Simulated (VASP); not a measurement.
# NbRu3 in VASP: further runs, part 2 of 2

VASP 6.6.1.

## (3) Electric field gradients, LDA (equal xx and yy strain of -2 %)

Contents of INCAR:

```
SYSTEM = NbRu3
  PREC = Accurate
  ENCUT = 520
  EDIFF = 1E-8
  ISMEAR = -1
  SIGMA = 0.05
  LREAL = .FALSE.
  LASPH = .TRUE.
  NELM = 60
  ALGO = Normal
  ISIF = 2
  LWAVE = .FALSE.
  LCHARG = .FALSE.
  LEFG = .TRUE.
  NBANDS = 36
```

Contents of KPOINTS:

```
regular mesh
0
G
  9 9 9
  0 0 0
```

Contents of POSCAR:

```
NbRu3
1.0
    3.8024000000      0.0000000000      0.0000000000
    0.0000000000      3.8024000000      0.0000000000
    0.0000000000      0.0000000000      3.8800000000
Nb Ru
1 3
Direct
    0.0000000000      0.0000000000      0.0000000000
    0.0000000000      0.5000000000      0.5000000000
    0.5000000000      0.0000000000      0.5000000000
    0.5000000000      0.5000000000      0.0000000000
```

Potentials or basis: VASP PAW LDA potentials, release 64 (Nb_sv, Ru_pv).

Command:

```sh
cat potpaw_LDA.64/Nb_sv/POTCAR potpaw_LDA.64/Ru_pv/POTCAR > POTCAR
mpirun -np 1 vasp_std > vasp.out
```

OUTCAR:

```text
SYSTEM = NbRu3
   PREC = Accurate
   ENCUT = 520
   EDIFF = 1E-8
   ISMEAR = -1
   LREAL = .FALSE.
   LASPH = .TRUE.
   NELM = 60
   ISIF = 2

 ion  position               nearest neighbor table
   1  0.000  0.000  0.000-   4 2.69   4 2.69   4 2.69   4 2.69   3 2.72   2 2.72   3 2.72   2 2.72
                             3 2.72   2 2.72   3 2.72   2 2.72
   2  0.000  0.500  0.500-   3 2.69   3 2.69   3 2.69   3 2.69   4 2.72   1 2.72   1 2.72   1 2.72
                             4 2.72   4 2.72   4 2.72   1 2.72
   3  0.500  0.000  0.500-   2 2.69   2 2.69   2 2.69   2 2.69   4 2.72   1 2.72   4 2.72   4 2.72
                             1 2.72   4 2.72   1 2.72   1 2.72
   4  0.500  0.500  0.000-   1 2.69   1 2.69   1 2.69   1 2.69   3 2.72   2 2.72   3 2.72   3 2.72
                             3 2.72   2 2.72   2 2.72   2 2.72

  LATTYP: Found a simple tetragonal cell.
 ALAT       =     3.8024000000
 C/A-ratio  =     1.0204081633

  Lattice vectors:

 A1 = (   3.8024000000,   0.0000000000,   0.0000000000)
 A2 = (   0.0000000000,   3.8024000000,   0.0000000000)
 A3 = (   0.0000000000,   0.0000000000,   3.8800000000)

Analysis of symmetry for initial positions (statically):
=====================================================================
 Subroutine PRICEL returns:
 Original cell was already a primitive cell.

 Routine SETGRP: Setting up the symmetry group for a
 simple tetragonal supercell.

 Subroutine GETGRP returns: Found 16 space group operations
 (whereof 16 operations were pure point group operations)
 out of a pool of 16 trial point group operations.

The static configuration has the point symmetry D_4h.

Analysis of symmetry for dynamics (positions and initial velocities):
[... 1104 lines left out ...]

 [... further k-points ...]
[... 5 lines left out ...]
  --------------------------------------------------------------------------------------
  -------------------------------------------------------------------------------------
  Total        0.6730666      0.6730666     -0.6933333      0.0000000      0.0000000      0.0000000
  in kB       19.2230050     19.2230050    -19.8018303      0.0000000      0.0000000      0.0000000
  external PRESSURE =       6.2147266 kB  Pullay stress =       0.0000000 kB

 VOLUME and BASIS-vectors are now :
 -----------------------------------------------------------------------------
  energy-cutoff  :      520.00
  volume of cell :       56.10
      direct lattice vectors                 reciprocal lattice vectors
     3.802400000  0.000000000  0.000000000     0.262991795  0.000000000  0.000000000
     0.000000000  3.802400000  0.000000000     0.000000000  0.262991795  0.000000000
     0.000000000  0.000000000  3.880000000     0.000000000  0.000000000  0.257731959

 POSITION                                       TOTAL-FORCE (eV/Angst)
 -----------------------------------------------------------------------------------
      0.00000      0.00000      0.00000         0.000000      0.000000      0.000000
      0.00000      1.90120      1.94000         0.000000      0.000000      0.000000
      1.90120      0.00000      1.94000         0.000000      0.000000      0.000000
      1.90120      1.90120      0.00000         0.000000      0.000000      0.000000
 -----------------------------------------------------------------------------------
    total drift:                                0.000000      0.000000      0.000000

  FREE ENERGIE OF THE ION-ELECTRON SYSTEM (eV)
  ---------------------------------------------------
  free  energy   TOTEN  =       -43.8333023730 eV

  energy  without entropy=      -43.7915630537  energy(sigma->0) =      -43.81243271

 Electric field gradients (V/A^2)
---------------------------------------------------------------------
 ion       V_xx      V_yy      V_zz      V_xy      V_xz      V_yz
---------------------------------------------------------------------
   1       0.803     0.803    -1.605     0.000    -0.000     0.000
   2     -15.237    12.325     2.912    -0.000     0.000     0.000
   3      12.325   -15.237     2.912    -0.000    -0.000     0.000
   4      14.008    14.008   -28.016    -0.000    -0.000     0.000
---------------------------------------------------------------------

 Electric field gradients after diagonalization (V/A^2)
 (convention: |V_zz| > |V_xx| > |V_yy|)
----------------------------------------------------------------------
 ion       V_xx      V_yy      V_zz     asymmetry (V_yy - V_xx)/ V_zz
----------------------------------------------------------------------
   1       0.803     0.803    -1.605       0.000
   2      12.325     2.912   -15.237       0.618
   3      12.325     2.912   -15.237       0.618
   4      14.008    14.008   -28.016       0.000
----------------------------------------------------------------------

           NMR quadrupolar parameters

 Cq : quadrupolar parameter    Cq=e*Q*V_zz/h
 eta: asymmetry parameters     (V_yy - V_xx)/ V_zz
 Q  : nuclear electric quadrupole moment in mb (millibarn)
----------------------------------------------------------------------
 ion       Cq(MHz)       eta       Q (mb)
----------------------------------------------------------------------
   1      -0.004       0.000       1.000
   2      -0.037       0.618       1.000
   3      -0.037       0.618       1.000
   4      -0.068       0.000       1.000
----------------------------------------------------------------------
```

stdout:

```text
POSCAR found type information on POSCAR NbRu
 POSCAR found :  2 types and       4 ions
 scaLAPACK will be used
 LDA part: xc-table for (Slater(with rela. corr.)+CA(PZ))
 , standard interpolation
 POSCAR, INCAR and KPOINTS ok, starting setup
 FFT: planning ... GRIDC
 FFT: planning ... GRID_SOFT
 FFT: planning ... GRID
 WAVECAR not read
 entering main loop
ion   1

ion   2

ion   3

ion   4
```

Run time: 96 s. Hardware: 1 thread of Intel Xeon Platinum 8488C (Sapphire Rapids), shared host; peak memory 0.23 GiB.

What came out:

| Quantity | Value |
| --- | --- |
| Free energy | -43.8333 eV |
| Pressure | 0.6 GPa |
| Band gap on the k mesh | zero (an odd number of electrons rules out a gap without spin polarisation) |
| Largest electric field gradient by atom | Nb -1.6; Ru -15.2, -28.0 (each value once) V/Å² |

Electric field gradients, principal values (V/Å²):
```tsv
atom	least	middle	greatest (by size)
1 Nb	0.803	0.803	-1.605
2 Ru	2.912	12.325	-15.237
3 Ru	2.912	12.325	-15.237
4 Ru	14.008	14.008	-28.016
```

Caveat: the cell differs from its parent crystal (equal xx and yy strain of -2 %); without QUAD_EFG the Cq values of the log hold for a quadrupole moment of 1 mb, not for the nuclei.

## (4) Electric field gradients, LDA (equal xx and yy strain of -2 %)

Contents of INCAR:

```
PREC = Accurate ; ENCUT = 520
EDIFF = 1E-8 ; ISMEAR = -1
SIGMA = 0.05 ; LREAL = F
LASPH = T ; NELM = 80
ALGO = Normal ; ISIF = 2
LWAVE = F ; LCHARG = F
GGA = CA ; LEFG = T
NBANDS = 36
```

Contents of KPOINTS:

```
regular mesh
0
Gamma
  9 9 9
```

POSCAR is that of step 3.

Potentials or basis: VASP PAW LDA potentials, release 64 (Nb_sv, Ru_pv).

Command:

```sh
cat potpaw_LDA.64/Nb_sv/POTCAR potpaw_LDA.64/Ru_pv/POTCAR > POTCAR
mpirun -np 1 vasp_std > vasp.out
```

OUTCAR:

```text
PREC = Accurate
   ENCUT = 520
   EDIFF = 1E-8
   ISMEAR = -1
   LREAL = F
   LASPH = T
   NELM = 80
   ISIF = 2
   GGA = CA

 ion  position               nearest neighbor table
   1  0.000  0.000  0.000-   4 2.69   4 2.69   4 2.69   4 2.69   3 2.72   2 2.72   3 2.72   2 2.72
                             3 2.72   2 2.72   3 2.72   2 2.72
   2  0.000  0.500  0.500-   3 2.69   3 2.69   3 2.69   3 2.69   4 2.72   1 2.72   1 2.72   1 2.72
                             4 2.72   4 2.72   4 2.72   1 2.72
   3  0.500  0.000  0.500-   2 2.69   2 2.69   2 2.69   2 2.69   4 2.72   1 2.72   4 2.72   4 2.72
                             1 2.72   4 2.72   1 2.72   1 2.72
   4  0.500  0.500  0.000-   1 2.69   1 2.69   1 2.69   1 2.69   3 2.72   2 2.72   3 2.72   3 2.72
                             3 2.72   2 2.72   2 2.72   2 2.72

  LATTYP: Found a simple tetragonal cell.
 ALAT       =     3.8024000000
 C/A-ratio  =     1.0204081633

  Lattice vectors:
[... 1147 lines left out ...]
 -----------------------------------------------------------------------------------
      0.00000      0.00000      0.00000         0.000000      0.000000      0.000000
      0.00000      1.90120      1.94000         0.000000      0.000000      0.000000
      1.90120      0.00000      1.94000         0.000000      0.000000      0.000000
      1.90120      1.90120      0.00000         0.000000      0.000000      0.000000
 -----------------------------------------------------------------------------------
    total drift:                                0.000000      0.000000      0.000000

  FREE ENERGIE OF THE ION-ELECTRON SYSTEM (eV)
  ---------------------------------------------------
  free  energy   TOTEN  =       -43.8333023730 eV

  energy  without entropy=      -43.7915630537  energy(sigma->0) =      -43.81243271

 Electric field gradients (V/A^2)
---------------------------------------------------------------------
 ion       V_xx      V_yy      V_zz      V_xy      V_xz      V_yz
---------------------------------------------------------------------
   1       0.803     0.803    -1.605     0.000    -0.000     0.000
   2     -15.237    12.325     2.912    -0.000     0.000     0.000
   3      12.325   -15.237     2.912    -0.000    -0.000     0.000
   4      14.008    14.008   -28.016    -0.000    -0.000     0.000
---------------------------------------------------------------------

 Electric field gradients after diagonalization (V/A^2)
 (convention: |V_zz| > |V_xx| > |V_yy|)
----------------------------------------------------------------------
 ion       V_xx      V_yy      V_zz     asymmetry (V_yy - V_xx)/ V_zz
----------------------------------------------------------------------
   1       0.803     0.803    -1.605       0.000
   2      12.325     2.912   -15.237       0.618
   3      12.325     2.912   -15.237       0.618
   4      14.008    14.008   -28.016       0.000
----------------------------------------------------------------------

           NMR quadrupolar parameters

 Cq : quadrupolar parameter    Cq=e*Q*V_zz/h
 eta: asymmetry parameters     (V_yy - V_xx)/ V_zz
 Q  : nuclear electric quadrupole moment in mb (millibarn)
----------------------------------------------------------------------
 ion       Cq(MHz)       eta       Q (mb)
----------------------------------------------------------------------
   1      -0.004       0.000       1.000
   2      -0.037       0.618       1.000
   3      -0.037       0.618       1.000
   4      -0.068       0.000       1.000
----------------------------------------------------------------------
```

OSZICAR:

```text
N       E                     dE             d eps       ncg     rms          rms(c)
DAV:   1     0.693871928367E+03    0.69387E+03   -0.32151E+04  5400   0.168E+03
DAV:   2    -0.172103095333E+02   -0.71108E+03   -0.69515E+03  6048   0.591E+02
DAV:   3    -0.449545651810E+02   -0.27744E+02   -0.26492E+02  8064   0.114E+02
DAV:   4    -0.462915415494E+02   -0.13370E+01   -0.13270E+01  7884   0.199E+01
DAV:   5    -0.463329665369E+02   -0.41425E-01   -0.41393E-01  7888   0.352E+00    0.231E+01
DAV:   6    -0.441638634988E+02    0.21691E+01   -0.63265E+00  6064   0.177E+01    0.629E+00
DAV:   7    -0.441179710259E+02    0.45892E-01   -0.28425E+00 10076   0.116E+01    0.526E+00
DAV:   8    -0.438609317170E+02    0.25704E+00   -0.12868E+00  7024   0.812E+00    0.212E+00
DAV:   9    -0.438368227750E+02    0.24109E-01   -0.15880E-01  6180   0.309E+00    0.125E+00
DAV:  10    -0.438340261895E+02    0.27966E-02   -0.27267E-02  6128   0.143E+00    0.192E-01
DAV:  11    -0.438332706828E+02    0.75551E-03   -0.35217E-03  8900   0.424E-01    0.507E-02
DAV:  12    -0.438332958802E+02   -0.25197E-04   -0.16686E-04  6156   0.705E-02    0.266E-02
DAV:  13    -0.438333025032E+02   -0.66231E-05   -0.26633E-05  9840   0.476E-02    0.144E-02
DAV:  14    -0.438333024131E+02    0.90115E-07   -0.28280E-06  6828   0.941E-03    0.489E-03
DAV:  15    -0.438333023782E+02    0.34931E-07   -0.34684E-07  8456   0.601E-03    0.134E-03
DAV:  16    -0.438333023730E+02    0.52269E-08   -0.15517E-08  4040   0.136E-03
   1 F= -.43833302E+02 E0= -.43812433E+02  d E =-.417393E-01
```

stdout:

```text
POSCAR found type information on POSCAR NbRu
 POSCAR found :  2 types and       4 ions
 scaLAPACK will be used
 LDA part: xc-table for (Slater(with rela. corr.)+CA(PZ))
 , standard interpolation
 POSCAR, INCAR and KPOINTS ok, starting setup
 FFT: planning ... GRIDC
 FFT: planning ... GRID_SOFT
 FFT: planning ... GRID
 WAVECAR not read
 entering main loop
ion   1

ion   2

ion   3

ion   4
```

It took 95 s on 1 thread of Intel Xeon Platinum 8488C (Sapphire Rapids), shared host; peak memory 0.23 GiB.

What came out:

| Item | Value |
| --- | --- |
| Free energy | -43.8333 eV |
| Pressure | 0.6 GPa |
| Band gap on the k mesh | zero (an odd number of electrons rules out a gap without spin polarisation) |
| Largest electric field gradient by atom | Nb -1.6; Ru -15.2, -28.0 (each value once) V/Å² |

Electric field gradients, principal values (V/Å²):
| atom | least | middle | greatest (by size) |
| --- | --- | --- | --- |
| 1 Nb | 0.803 | 0.803 | -1.605 |
| 2 Ru | 2.912 | 12.325 | -15.237 |
| 3 Ru | 2.912 | 12.325 | -15.237 |
| 4 Ru | 14.008 | 14.008 | -28.016 |

Caveat: the cell differs from its parent crystal (equal xx and yy strain of -2 %); without QUAD_EFG the Cq values of the log hold for a quadrupole moment of 1 mb, not for the nuclei.
